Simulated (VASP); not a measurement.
# SiB5 in VASP: notebook, part 2 of 2

VASP 6.6.1. The steps go on from the part before.

## (4) Relaxation of cell and atoms, PBE

This run uses another cell than the first one, of 8.52 Å³/atom, 0.946 times its volume.

Input file INCAR:

```
SYSTEM = SiB5
PREC     = Accurate       ! precision mode
ENCUT    = 600            ! plane-wave cutoff, eV
EDIFF    = 1E-7           ! SCF threshold, eV
ISMEAR   = 0              ! smearing method
SIGMA    = 0.2            ! smearing width, eV
LREAL    = .False.        ! projectors in reciprocal space
LASPH    = .True.         ! aspherical terms in the spheres
NELM     = 80             ! most SCF steps
ALGO     = Normal         ! electronic algorithm
ISIF     = 3              ! what is computed and relaxed
LWAVE    = .False.        ! write WAVECAR
LCHARG   = .False.        ! write CHGCAR
GGA      = PE             ! functional
IBRION   = 2              ! ionic algorithm
NSW      = 36             ! ionic steps
EDIFFG   = -0.08          ! ionic threshold
```

Input file KPOINTS:

```
Automatic mesh
0
Gamma
  4 4 4
  0 0 0
```

Input file POSCAR:

```
SiB5
1.0
    4.5035000000     -2.6000000000      0.0000000000
    4.5035000000      2.6000000000      0.0000000000
   -3.0019530600      0.0000000000      4.3678688000
Si B
2 10
Direct
    0.7792000000      0.7792000000      0.9271000000
    0.2208000000      0.2208000000      0.0729000000
    0.0099000000      0.0099000000      0.6736000000
    0.9901000000      0.9901000000      0.3264000000
    0.9902000000      0.3462000000      0.3264000000
    0.0098000000      0.6538000000      0.6736000000
    0.6538000000      0.0098000000      0.6736000000
    0.3462000000      0.9902000000      0.3264000000
    0.7792000000      0.3688000000      0.9271000000
    0.3688000000      0.7792000000      0.9271000000
    0.6312000000      0.2208000000      0.0729000000
    0.2208000000      0.6312000000      0.0729000000
```

Potentials or basis: VASP PAW PBE potentials, release 64 (Si, B).

Launch:

```sh
$ cat potpaw_PBE.64/Si/POTCAR potpaw_PBE.64/B/POTCAR > POTCAR
$ mpirun -np 1 vasp_std > vasp.out
```

OUTCAR:

```text
SYSTEM = SiB5
   PREC = Accurate
   ENCUT = 600
   EDIFF = 1E-7
   ISMEAR = 0
   LREAL = .False.
   LASPH = .True.
   NELM = 80
   ISIF = 3
   GGA = PE
   IBRION = 2
   NSW = 36
   EDIFFG = -0.08

 ion  position               nearest neighbor table
   1  0.779  0.779  0.927-   4 1.88  11 1.88  12 1.88   6 1.90   7 1.90   9 2.13  10 2.13   2 2.85
                             2 2.85
   2  0.221  0.221  0.073-   3 1.88   9 1.88  10 1.88   5 1.90   8 1.90  11 2.13  12 2.13   1 2.85
                             1 2.85
   3  0.010  0.010  0.674-   4 1.75   6 1.85   7 1.85   2 1.88   9 1.90  10 1.90
   4  0.990  0.990  0.326-   3 1.75   5 1.85   8 1.85   1 1.88  11 1.90  12 1.90
   5  0.990  0.346  0.326-   6 1.75   8 1.85   4 1.85   9 1.88   2 1.90  11 1.90
   6  0.010  0.654  0.674-   5 1.75   7 1.85   3 1.85  12 1.88   1 1.90  10 1.90
   7  0.654  0.010  0.674-   8 1.75   6 1.85   3 1.85  11 1.88   1 1.90   9 1.90
   8  0.346  0.990  0.326-   7 1.75   5 1.85   4 1.85  10 1.88   2 1.90  12 1.90
   9  0.779  0.369  0.927-   5 1.88   2 1.88  11 1.88   3 1.90   7 1.90  10 2.13   1 2.13
  10  0.369  0.779  0.927-   8 1.88   2 1.88  12 1.88   3 1.90   6 1.90   9 2.13   1 2.13
  11  0.631  0.221  0.073-   7 1.88   1 1.88   9 1.88   4 1.90   5 1.90  12 2.13   2 2.13
  12  0.221  0.631  0.073-   6 1.88   1 1.88  10 1.88   4 1.90   8 1.90  11 2.13   2 2.13

  LATTYP: Found a base centered monoclinic cell.
 ALAT       =     9.0070000000
 B/A-ratio  =     0.5773287443
 C/A-ratio  =     0.5884312205
 COS(beta)  =    -0.5664062374

  Lattice vectors:

 A1 = (   4.5035000000,  -2.6000000000,   0.0000000000)
 A2 = (   4.5035000000,   2.6000000000,   0.0000000000)
 A3 = (  -3.0019530600,   0.0000000000,   4.3678688000)

Analysis of symmetry for initial positions (statically):
=====================================================================
 Subroutine PRICEL returns:
 Original cell was already a primitive cell.

 Routine SETGRP: Setting up the symmetry group for a
 base centered monoclinic supercell.

 Subroutine GETGRP returns: Found  4 space group operations
 (whereof  4 operations were pure point group operations)
 out of a pool of  4 trial point group operations.

The static configuration has the point symmetry C_2h.

Analysis of symmetry for dynamics (positions and initial velocities):
=====================================================================
 Subroutine PRICEL returns:
 Original cell was already a primitive cell.

 Routine SETGRP: Setting up the symmetry group for a
 base centered monoclinic supercell.

 Subroutine GETGRP returns: Found  4 space group operations
 (whereof  4 operations were pure point group operations)
 out of a pool of  4 trial point group operations.

The dynamic configuration has the point symmetry C_2h.

 Subroutine INISYM returns: Found  4 space group operations
 (whereof  4 operations are pure point group operations),
 and found     1 'primitive' translations

----------------------------------------------------------------------------------------

                                     Primitive cell

  volume of cell :     102.2876

  direct lattice vectors                    reciprocal lattice vectors
     4.503500000 -2.600000000  0.000000000     0.111024759 -0.192307692  0.076305203
     4.503500000  2.600000000  0.000000000     0.111024759  0.192307692  0.076305203
    -3.001953060  0.000000000  4.367868800     0.000000000  0.000000000  0.228944606

  length of vectors
     5.200145407  5.200145407  5.300000003     0.234800403  0.234800403  0.228944606

[... 81 lines left out ...]
   k-points           NKPTS =     24   k-points in BZ     NKDIM =     24   number of bands    NBANDS=     26
   number of dos      NEDOS =    301   number of ions     NIONS =     12
   total plane-waves  NPLWV =  74088
   dimension x,y,z NGX =    42 NGY =   42 NGZ =   42
   dimension x,y,z NGXF=    84 NGYF=   84 NGZF=   84
   ions per type =               2  10
   NGX,Y,Z   is equivalent  to a cutoff of  13.43, 13.43, 13.17 a.u.
   NGXF,Y,Z  is equivalent  to a cutoff of  26.85, 26.85, 26.35 a.u.
 SYSTEM =  SiB5
   PREC   = accura    normal or accurate (medium, high low for compatibility)
   ISTART =      0    job   : 0-new  1-cont  2-samecut
   ICHARG =      2    charge: 1-file 2-atom 10-const
   ISPIN  =      1    spin polarized calculation?
   LNONCOLLINEAR =      F non collinear calculations
   LSORBIT =      F    spin-orbit coupling
   LASPH  =      T    aspherical Exc in radial PAW
   ENCUT  =  600.0 eV  44.10 Ry    6.64 a.u.  10.39 10.39 10.59*2*pi/ulx,y,z
   NELM   =     80;   NELMIN=  2; NELMDL= -5     # of ELM steps
   EDIFF  = 0.1E-06   stopping-criterion for ELM
   LREAL  =      F    real-space projection
   EDIFFG = -.8E-01   stopping-criterion for IOM
   NSW    =     36    number of steps for IOM
   IBRION =      2    ionic relax: 0-MD 1-quasi-New 2-CG
   NFREE  =      1    steps in history (QN), initial steepest desc. (CG)
   ISIF   =      3    stress and relaxation
   ISYM   =      2    0-nonsym 1-usesym 2-fastsym
   POTIM  = 0.5000    time-step for ionic-motion
   TEBEG  =    0.0;   TEEND  =   0.0 temperature during run
   PSTRESS=    0.0 pullay stress
   NELECT =      38.0000    total number of electrons
   NUPDOWN=      -1.0000    fix difference up-down
   EMIN   =  10.00;   EMAX   =-10.00  energy-range for DOS
   EFERMI =   0.00;   METHOD = LEGACY
   ISMEAR =     0;   SIGMA  =   0.20  broadening in eV -4-tet -1-fermi 0-gaus
   EFERMI_NEDOS =   21; number of points for ismear=-14 and -15
   IALGO  =     38    algorithm
   IMIX   =      4    mixing-type and parameters
     AMIX     =   0.40;   BMIX     =  1.00
     AMIX_MAG =   1.60;   BMIX_MAG =  1.00
  volume/ion in A,a.u.               =       8.52        57.52
  Fermi-wavevector in a.u.,A,eV,Ry     =   1.176870  2.223961 18.844368  1.385022
  Thomas-Fermi vector in A             =   2.313226
   LORBIT       =      0    0 simple, 1 ext, 2 COOP (PROOUT), +10 PAW based schemes
   GGA     = PE    functional components
   LHFCALC =     F    Hartree Fock is set to
   AEXX    =    0.0000 exact exchange contribution
   IVDW    =     0    specifies the selected vdW correction
   LEPSILON=     F    determine dielectric tensor
   LRPA    =     F    only Hartree local field effects (RPA)
 conjugate gradient relaxation of ions
 non-spin polarized calculation
 Gauss-broadening in eV      SIGMA  =   0.20
  energy-cutoff  :      600.00
  volume of cell :      102.29
 maximum number of plane-waves:      3443
 NGX is ok and might be reduce to    42

--------------------------------------- Ionic step        1  -------------------------------------------

 number of electron      38.0000000 magnetization

 Free energy of the ion-electron system (eV)
  ---------------------------------------------------
  ext. energy  EPLUGINS =         0.00000000
  ---------------------------------------------------
  free energy    TOTEN  =       -72.28008896 eV

  energy without entropy =      -72.22840415  energy(sigma->0) =      -72.25424656

------------------------ aborting loop because EDIFF is reached ----------------------------------------

  FORCE on cell =-STRESS in cart. coord.  units (eV):
  Direction    XX          YY          ZZ          XY          YZ          ZX
  --------------------------------------------------------------------------------------
  -------------------------------------------------------------------------------------
  Total       10.6075848      8.9730143      2.0412523      0.0000000      0.0000000      1.4360489
  in kB      166.1513980    140.5483805     31.9730580      0.0000000      0.0000000     22.4934828
  external PRESSURE =     112.8909455 kB  Pullay stress =       0.0000000 kB
[... 119 lines left out ...]
  FREE ENERGIE OF THE ION-ELECTRON SYSTEM (eV)
  ---------------------------------------------------
  free  energy   TOTEN  =       -74.6654727701 eV

  energy  without entropy=      -74.6294639798  energy(sigma->0) =      -74.64746837

[... ionic steps 4 to 19 ...]

--------------------------------------- Ionic step       20  -------------------------------------------

 number of electron      38.0000000 magnetization

------------------------ aborting loop because EDIFF is reached ----------------------------------------
[... 87 lines left out ...]
--------------------------------------- Ionic step       22  -------------------------------------------

 number of electron      38.0000000 magnetization

 Free energy of the ion-electron system (eV)
  ---------------------------------------------------
  ext. energy  EPLUGINS =         0.00000000
  ---------------------------------------------------
  free energy    TOTEN  =       -76.48171003 eV

  energy without entropy =      -76.44800433  energy(sigma->0) =      -76.46485718

 E-fermi :   6.1112     XC(G=0): -11.0514

 val. band max:        6.1075829393   @ k =   0.5000   0.0000  -0.0000
 cond. band min:       6.1758796980   @ k =   0.5000   0.5000  -0.0000
 fundamental gap:      0.0682967587
 Fermi energy:         6.1112011134

 k-point     1 :       0.0000    0.0000    0.0000
  band No.  band energies     occupation
      1      -9.1045      2.00000
      2      -4.4224      2.00000
      3      -4.0118      2.00000
      4      -3.5895      2.00000
      5      -2.6231      2.00000
      6      -2.3467      2.00000
[... 724 lines left out ...]
  FREE ENERGIE OF THE ION-ELECTRON SYSTEM (eV)
  ---------------------------------------------------
  free  energy   TOTEN  =       -76.4817100255 eV

  energy  without entropy=      -76.4480043268  energy(sigma->0) =      -76.46485718

 reached required accuracy - stopping structural energy minimisation
```

Wall time 20 min (1 thread of Oxide Virtual Turin-like, shared host); peak memory 0.26 GiB.

What came out:

- Free energy: -76.4817 eV
- Relaxed volume: 9.01 Å³/atom
- Relaxed cell: a = 5.256 Å, b = 5.256 Å, c = 5.165 Å, α = 118.76°, β = 118.76°, γ = 69.07°
- Space group after relaxing (to 0.05 Å): C2/m (No. 12)
- Energy gained by relaxing: 350.1 meV/atom
- Ionic steps: 22
- Pressure after relaxing: -0.1 GPa
- Largest force after relaxing: 0.036 eV/Å
- Band gap on the k mesh: zero (band 19 reaches 6.61 eV, above the bottom of band 20 at 6.01 eV)

Forces on the atoms (eV/Å):
```
Si   0.020  0.000 -0.016
Si  -0.020  0.000  0.016
B   -0.027  0.000  0.024
B    0.027  0.000 -0.024
B   -0.010  0.001  0.004
B    0.010 -0.001 -0.004
B    0.010  0.001 -0.004
B   -0.010 -0.001  0.004
B    0.036 -0.005  0.004
B    0.036  0.005  0.004
B   -0.036 -0.005 -0.004
B   -0.036  0.005 -0.004
```

Step by step:
```tsv
step	energy change (eV)	largest force (eV/Å)	pressure (GPa)	volume (Å³)
1	0.0000	6.6131	11.29	102.29
2	-1.6194	2.6912	-12.66	111.40
3	-2.3854	1.7102	-8.16	107.66
4	-2.6883	1.8668	3.73	102.51
5	-2.7799	0.9544	-0.61	104.09
6	-2.9477	0.6603	1.75	102.98
7	-2.9725	0.8909	3.34	102.36
8	-3.0908	0.8789	3.22	102.73
9	-3.3643	0.9422	3.26	103.82
10	-3.2266	2.0939	4.75	105.88
11	-3.4498	1.0992	3.75	104.51
12	-3.6232	0.9414	2.75	105.42
13	-3.9130	0.5595	0.10	108.09
14	-3.9224	0.6601	-0.51	108.77
15	-4.0236	0.5181	-0.77	108.91
16	-4.1511	0.4704	-1.35	109.21
17	-4.1520	0.4725	-1.39	109.23
18	-4.1794	0.3565	-0.53	108.58
19	-4.1923	0.2068	0.67	107.73
20	-4.1990	0.1158	0.27	107.94
21	-4.1998	0.1558	0.08	108.04
22	-4.2016	0.0363	-0.12	108.16
```

Final structure:
```xyz
12
Lattice="4.3293 -2.9795 -0.0661 4.3293 2.9795 -0.0661 -2.9520 0.0000 4.2378" Properties=species:S:1:pos:R:3 pbc="T T T"
Si    3.5349    0.0000    3.7110
Si    2.1716    0.0000    0.3946
B    -1.9528    0.0000    2.8160
B     7.6594    0.0000    1.2896
B     0.5099    0.9623    1.4278
B     5.1967   -0.9623    2.6777
B     5.1967    0.9623    2.6777
B     0.5099   -0.9623    1.4278
B     2.1587   -1.5643    3.8389
B     2.1587    1.5643    3.8389
B     3.5479   -1.5643    0.2666
B     3.5479    1.5643    0.2666
```

Levels at points of the mesh, in eV from the Fermi level:
```
           k point  band 15  band 16  band 17  band 18  band 19  band 20  band 21  band 22  band 23  band 24
(0.00, 0.00, 0.00)    -1.79    -1.76    -1.37    -0.59     0.07     0.46     1.92     3.88     5.13     5.51
(0.50, 0.00, 0.00)    -2.85    -2.44    -1.91    -0.81    -0.15     0.00     2.39     3.17     3.17     4.22
(0.50, 0.50, 0.00)    -2.77    -2.22    -2.21    -2.05     0.06     0.31     2.27     2.64     3.03     4.11
(0.00, 0.00, 0.50)    -2.43    -2.00    -1.33    -1.15     0.49     0.76     2.85     3.09     3.23     4.41
(0.50, 0.00, 0.50)    -2.89    -2.83    -2.60    -1.66    -0.48    -0.10     1.92     2.53     3.56     4.45
(0.50, 0.50, 0.50)    -2.56    -1.84    -1.80    -1.03    -0.19     0.12     2.54     3.72     3.72     3.85
```

Caveat: the k points lie up to 0.37 Å⁻¹ apart in the final cell; the relaxation stopped at a loose force limit of 0.08 eV/Å, so its end isn't a converged minimum.

## (5) Single point, PBE

Input file INCAR:

```
PREC     = Accurate       # precision mode
ENCUT    = 520            # plane-wave cutoff, eV
EDIFF    = 1E-6           # SCF threshold, eV
ISMEAR   = 0              # smearing method
SIGMA    = 0.2            # smearing width, eV
LREAL    = F              # projectors in reciprocal space
LASPH    = T              # aspherical terms in the spheres
NELM     = 60             # most SCF steps
ALGO     = Normal         # electronic algorithm
ISIF     = 2              # what is computed and relaxed
LWAVE    = F              # write WAVECAR
LCHARG   = F              # write CHGCAR
GGA      = PE             # functional
NBANDS   = 31             # bands
```

Input file KPOINTS:

```
regular mesh
0
Gamma
  6 6 6
```

Input file POSCAR:

```
SiB5
1.0
   -3.0083657691     -0.0005230910      4.1908235012
   -4.3206129397      2.9863214421      0.0007824185
   -4.3205311073     -2.9862261721      0.0015807343
Si B
2 10
Direct
    0.8970924229      0.2861957339      0.2862200268
    0.1029653834      0.7138093909      0.7137896657
    0.6646488631      0.9990210475      0.9990330228
    0.3353309871      0.0009961288      0.0009929418
    0.3426671015      0.9857174892      0.6628847530
    0.6573390698      0.0143048060      0.3371357575
    0.6573243438      0.3370999534      0.0142959092
    0.3426785181      0.6629083568      0.9856906423
    0.9236558717      0.1724330464      0.6986600766
    0.9234412000      0.6987455498      0.1724791494
    0.0765015287      0.3012430338      0.8275171750
    0.0763547099      0.8275254633      0.3013008798
```

Launch:

```sh
$ cat potpaw_PBE.64/Si/POTCAR potpaw_PBE.64/B/POTCAR > POTCAR
$ mpirun -np 1 vasp_std > vasp.out
```

Run time: 7.8 min. Hardware: 1 thread of Oxide Virtual Turin-like, shared host; peak memory 0.38 GiB.

Results (log left out):

| Item | Value |
| --- | --- |
| Free energy | -76.4645 eV |
| Pressure | 0.0 GPa |
| Largest force | 0.018 eV/Å |
| Band gap on the k mesh | zero (band 19 reaches 6.64 eV, above the bottom of band 20 at 6.02 eV) |

Forces in eV/Å, atoms in the order of the input:
```
Si   0.000  0.000 -0.001
Si   0.003  0.000 -0.001
B    0.009  0.000 -0.008
B   -0.008  0.000  0.008
B    0.003 -0.003  0.003
B   -0.002  0.004 -0.002
B   -0.004  0.001 -0.001
B    0.004 -0.001  0.002
B    0.010  0.008  0.000
B    0.010 -0.010  0.006
B   -0.013  0.011 -0.004
B   -0.013 -0.009 -0.002
```

Levels at points of the mesh, in eV from the Fermi level:
```
           k point  band 15  band 16  band 17  band 18  band 19  band 20  band 21  band 22  band 23  band 24
(0.00, 0.00, 0.00)    -1.89    -1.81    -1.43    -0.63     0.05     0.41     1.85     3.80     5.09     5.50
(0.50, 0.00, 0.00)    -2.49    -2.04    -1.43    -1.21     0.47     0.69     2.80     3.06     3.15     4.35
(0.00, 0.50, 0.00)    -2.91    -2.49    -1.98    -0.86    -0.21    -0.05     2.33     3.09     3.12     4.18
(0.50, 0.50, 0.00)    -2.94    -2.88    -2.64    -1.70    -0.54    -0.14     1.85     2.50     3.50     4.43
(0.00, 0.00, 0.50)    -2.91    -2.49    -1.98    -0.86    -0.21    -0.05     2.34     3.10     3.12     4.18
(0.50, 0.00, 0.50)    -2.94    -2.88    -2.64    -1.70    -0.54    -0.14     1.85     2.50     3.50     4.43
(0.00, 0.50, 0.50)    -2.83    -2.27    -2.25    -2.10    -0.01     0.23     2.20     2.61     2.98     4.11
(0.50, 0.50, 0.50)    -2.61    -1.88    -1.84    -1.09    -0.28     0.03     2.52     3.66     3.68     3.84
```

## (6) Overview

```tsv
task	cell	k mesh	cutoff (eV)	gap on the mesh (eV)	pressure (GPa)	largest force (eV/Å)
single point	a = 5.251, b = 5.251, c = 5.154 Å, angles 118.6, 118.6, 69.4°, 12 atoms	4 × 4 × 4	520	none	0.2	0.11
single point	a = 5.160, b = 5.252, c = 5.252 Å, angles 69.3, 61.3, 61.3°, 12 atoms	6 × 6 × 6	520	none	0.0	0.02
relaxation of cell and atoms	relaxed from a = 5.200, b = 5.200, c = 5.300 Å, angles 119.4, 119.4, 60.0°, 12 atoms	4 × 4 × 4	600	none	-0.1	0.04
single point	a = 5.159, b = 5.252, c = 5.252 Å, angles 69.3, 61.3, 61.3°, 12 atoms	6 × 6 × 6	520	none	0.0	0.02
```

Some of these runs hold the atoms at other places in the same cell, which the table doesn't show; runs alike in all that it shows share one row.

Alike in all rows: level PBE; potentials or basis VASP PAW PBE potentials, release 64 (Si, B); no spin polarisation; smearing gaussian 0.2 eV.

Caveats: some runs use coarse meshes; the relaxation stopped at a loose force limit of 0.08 eV/Å, so its end isn't a converged minimum (some runs).

Total energies depend on the potentials used, so only differences within one code and one set of settings carry meaning.
